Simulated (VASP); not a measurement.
The system is AlInAsP3.

```xyz
6
Lattice="4.1695 0.0000 0.0000 -2.0847 3.6109 0.0000 0.0000 0.0000 8.5906" Properties=species:S:1:pos:R:3 pbc="T T T"
Al    0.0000    0.0000    0.0000
In    0.0000    2.4072    0.0000
P     2.0847    1.2036    6.2399
P     2.0847    1.2036    2.3507
P     0.0000    2.4072    4.2953
As    2.0847    1.2036    0.0000
```

The cell was generated, and may not be a known phase.

```yaml
Program: VASP 6.6.1
Task: relaxation of cell and atoms
Functional: PBE
Potentials_or_basis: VASP PAW PBE potentials, release 64 (Al, In_d, P, As)
Cutoff: 500 eV
k_mesh: 6 × 6 × 2
Occupations: gaussian, width 0.1 eV
Spin: no spin polarisation
```

At the start: pressure 20.5 GPa; volume 21.56 Å³/atom.

Question: How do energy, volume and symmetry change on relaxing?

Answer: Over 18 steps the energy falls by 992.7 meV/atom and the volume is 24.04 Å³/atom (+11.5 %); space group P-6m2 (No. 187, to 0.1 Å) before and after.

Step by step:
| step | energy change (eV) | largest force (eV/Å) | pressure (GPa) | volume (Å³) |
| --- | --- | --- | --- | --- |
| 1 | 0.0000 | 2.1511 | 20.50 | 129.34 |
| 2 | -3.6818 | 0.9480 | -4.16 | 184.78 |
| 3 | -3.7175 | 1.3631 | -2.54 | 170.96 |
| 4 | -3.7299 | 1.2304 | -3.10 | 174.64 |
| 5 | -4.2520 | 2.0035 | -1.62 | 164.51 |
| 6 | -4.5030 | 3.0298 | 1.84 | 151.85 |
| 7 | -4.7472 | 3.2113 | 2.03 | 149.40 |
| 8 | -5.1495 | 1.9320 | 3.16 | 142.06 |
| 9 | -5.6330 | 0.0466 | 1.83 | 142.82 |
| 10 | -5.6979 | 1.1110 | 1.95 | 143.16 |
| 11 | -5.8860 | 0.2726 | 0.13 | 145.24 |
| 12 | -5.9334 | 0.3811 | -1.11 | 147.31 |
| 13 | -5.9343 | 0.3269 | -1.00 | 147.09 |
| 14 | -5.9483 | 0.2322 | -0.59 | 145.84 |
| 15 | -5.9556 | 0.1047 | -0.02 | 144.25 |
| 16 | -5.9556 | 0.0931 | 0.04 | 144.11 |
| 17 | -5.9560 | 0.0499 | 0.04 | 144.17 |
| 18 | -5.9562 | 0.0008 | 0.05 | 144.23 |

Final structure:
```yaml
crystal:
  lattice:
    - [4.76247, 0.00000, 0.00000]
    - [-2.38124, 4.12442, 0.00000]
    - [0.00000, 0.00000, 7.34283]
  atoms:
    - { symbol: Al, position: [0.00000, 0.00000, 0.00000] }
    - { symbol: In, position: [0.33333, 0.66667, 0.00000] }
    - { symbol: P, position: [0.66667, 0.33333, 0.65222] }
    - { symbol: P, position: [0.66667, 0.33333, 0.34778] }
    - { symbol: P, position: [0.33333, 0.66667, 0.50000] }
    - { symbol: As, position: [0.66667, 0.33333, 0.00000] }
```

Caveat: the k points lie up to 0.43 Å⁻¹ apart in the final cell, too coarse for converged energies and pressures of a metal.
